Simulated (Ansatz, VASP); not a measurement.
**One calculation of Bi, two programs**

```
CELL_PARAMETERS angstrom
-4.44975 4.44975 2.06563
4.44975 -4.44975 2.06563
4.44975 4.44975 -2.06563
ATOMIC_POSITIONS crystal
Bi 0.85434 0.35434 0.20869
Bi 0.14566 0.64566 0.79131
Bi 0.35434 0.14566 0.50000
Bi 0.64566 0.85434 0.50000
```

Alike in both runs: task single point; functional PBEsol; k mesh 6 × 6 × 6; occupations gaussian, width 0.1 eV; no spin polarisation.

|  | VASP | Ansatz |
| --- | --- | --- |
| version | VASP 6.6.1 | Ansatz 0.2.0 |
| potentials or method | VASP PAW PBE potentials, release 64 (Bi_d), cutoff 520 eV | scalar-relativistic, plane waves, PAW |
| valence electrons in the cell | 60 | 60 |

|  | VASP | Ansatz | Ansatz less VASP |
| --- | --- | --- | --- |
| gap on the k mesh at the Fermi level (eV) | none | none | - |
| pressure (GPa) | -1.9 | -1.8 | +0.06 |
| traceless stress, the component that is largest in VASP (GPa) | -0.33 | -0.33 | +0.002 |
| rms of the force components (eV/Å) | 0.129 | 0.129 | -0.0005 |

VASP's potentials were made for PBE, not for PBEsol. Atom by atom the forces differ by 0.000 eV/Å (rms over components). A gap of «none» marks a metal or a gap that the smearing closes.

Spin-orbit coupling is off throughout.
